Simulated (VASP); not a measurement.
Input of a VASP 6.6.1 run:

INCAR

```
PREC = Accurate
ENCUT = 520
EDIFF = 1E-6
ISMEAR = 0
SIGMA = 0.1
LREAL = False
LASPH = True
NELM = 60
ALGO = Normal
ISIF = 2
LWAVE = False
LCHARG = True
GGA = PE
LELF = True
LVHAR = True
NBANDS = 29
```

File KPOINTS:

```
regular mesh
0
Gamma
  6 6 6
```

The input POSCAR:

```
BaAg2As2
1.0
   -2.3012500000      2.3012500000      5.4336000000
    2.3012500000     -2.3012500000      5.4336000000
    2.3012500000      2.3012500000     -5.4336000000
Ba Ag As
1 2 2
Direct
    0.0000000000      0.0000000000      0.0000000000
    0.7500000000      0.2500000000      0.5000000000
    0.2500000000      0.7500000000      0.5000000000
    0.3842000000      0.3842000000      0.0000000000
    0.6158000000      0.6158000000      0.0000000000
```

Potentials or basis: VASP PAW PBE potentials, release 64 (Ba_sv, Ag, As).

Run with:

```console
$ cat potpaw_PBE.64/Ba_sv/POTCAR potpaw_PBE.64/Ag/POTCAR potpaw_PBE.64/As/POTCAR > POTCAR
$ mpirun -np 1 vasp_std > vasp.out
```

(1) Estimate the band gap on the k mesh.

(2) Estimate the pressure.

(3) Estimate the largest force.

Answers

(1) zero (bands 21 and 22 overlap by 0.53 eV).

(2) 2.9 GPa.

(3) 0.264 eV/Å.

Caveat: spin-orbit coupling is left out, which moves the levels of the heavy elements.
